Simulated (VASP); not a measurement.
Here is a VASP 6.6.1 calculation.

File INCAR:

```
SYSTEM = H
PREC = Accurate ; ENCUT = 520
EDIFF = 1E-7 ; ISMEAR = 0
SIGMA = 0.05 ; LREAL = .False.
LASPH = .True. ; NELM = 80
ALGO = Normal ; ISIF = 2
LWAVE = .False. ; LCHARG = .True.
GGA = PS ; LELF = .True.
LVHAR = .True. ; NBANDS = 10
```

The input KPOINTS:

```
Automatic mesh
0
Gamma
  6 6 6
  0 0 0
```

POSCAR

```
H
1.0
    2.6628336006     -2.6054083891      0.0000000000
    2.6628336006      2.6054083891      0.0000000000
    0.0000000000      0.0000000000      4.0175634600
H
4
Direct
    0.9532956300      0.0467043700      0.0685088900
    0.4532956300      0.5467043700      0.4314911100
    0.5467043700      0.4532956300      0.5685088900
    0.0467043700      0.9532956300      0.9314911100
```

Potentials or basis: VASP PAW PBE potentials, release 64 (H).

Launch:

```console
$ cat potpaw_PBE.64/H/POTCAR > POTCAR
$ mpirun -np 1 vasp_std > vasp.out
```

Task: What does it give for the band gap on the k mesh?

Result: 9.23 eV (least direct gap 9.85 eV).

Task: What does it give for the pressure?

Result: 1.1 GPa.

Task: Predict the largest force.

Result: 0.881 eV/Å.

Forces in eV/Å, atoms in the order of the input:
```
H    0.000  0.583  0.661
H    0.000  0.583 -0.661
H    0.000 -0.583  0.661
H    0.000 -0.583 -0.661
```

Caveat: the cell differs from its parent crystal (strain +0.015 along x and y, -0.030 along z); this functional lacks dispersion, which holds the molecules together, so the pressure and a relaxed volume are unreliable; the PAW data sets were made with another functional, which shifts forces and pressure a little. A k mesh can miss the band edges.
